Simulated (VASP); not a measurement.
A run of VASP 6.6.1 is set up as follows.

Contents of INCAR:

```
SYSTEM = TiO2
PREC     = Accurate       ! precision mode
ENCUT    = 600            ! plane-wave cutoff, eV
EDIFF    = 1E-6           ! SCF threshold, eV
ISMEAR   = -1             ! smearing method
SIGMA    = 0.05           ! smearing width, eV
LREAL    = .False.        ! projectors in reciprocal space
LASPH    = .True.         ! aspherical terms in the spheres
NELM     = 80             ! most SCF steps
ALGO     = Normal         ! electronic algorithm
ISIF     = 3              ! what is computed and relaxed
LWAVE    = .False.        ! write WAVECAR
LCHARG   = .False.        ! write CHGCAR
GGA      = PE             ! functional
IBRION   = 2              ! ionic algorithm
NSW      = 60             ! ionic steps
EDIFFG   = -0.01          ! ionic threshold
```

Contents of KPOINTS:

```
Automatic mesh
0
Gamma
  6 6 9
  0 0 0
```

File POSCAR:

```
TiO2
1.0
    4.5998373239      0.0000000000      0.0000000000
    0.0000000000      4.5998373239      0.0000000000
    0.0000000000      0.0000000000      2.9592135600
Ti O
2 4
Direct
    0.0000000000      0.0000000000      0.5000000000
    0.5000000000      0.5000000000      0.0000000000
    0.3043213200      0.3043213200      0.5000000000
    0.1956786800      0.8043213200      0.0000000000
    0.8043213200      0.1956786800      0.0000000000
    0.6956786800      0.6956786800      0.5000000000
```

Potentials or basis: VASP PAW PBE potentials, release 64 (Ti_sv, O).

Run with:

```bash
$ cat potpaw_PBE.64/Ti_sv/POTCAR potpaw_PBE.64/O/POTCAR > POTCAR
$ mpirun -np 1 vasp_std > vasp.out
```

Question: What does it give for the relaxed volume?

Answer: 10.67 Å³/atom.

Question: Predict the space group after relaxing (to 0.1 Å).

Answer: P4_2/mnm (No. 136).

Question: Predict the band gap on the k mesh.

Answer: 1.83 eV.

Question: Predict the relaxed cell.

Answer: a = 4.645 Å, b = 4.645 Å, c = 2.967 Å, α = 90.00°, β = 90.00°, γ = 90.00°.

Forces in eV/Å, atoms in the order of the input:
```
Ti   0.000  0.000  0.000
Ti   0.000  0.000  0.000
O   -0.003 -0.003  0.000
O    0.003 -0.003  0.000
O   -0.003  0.003  0.000
O    0.003  0.003  0.000
```

A k mesh can miss the band edges.
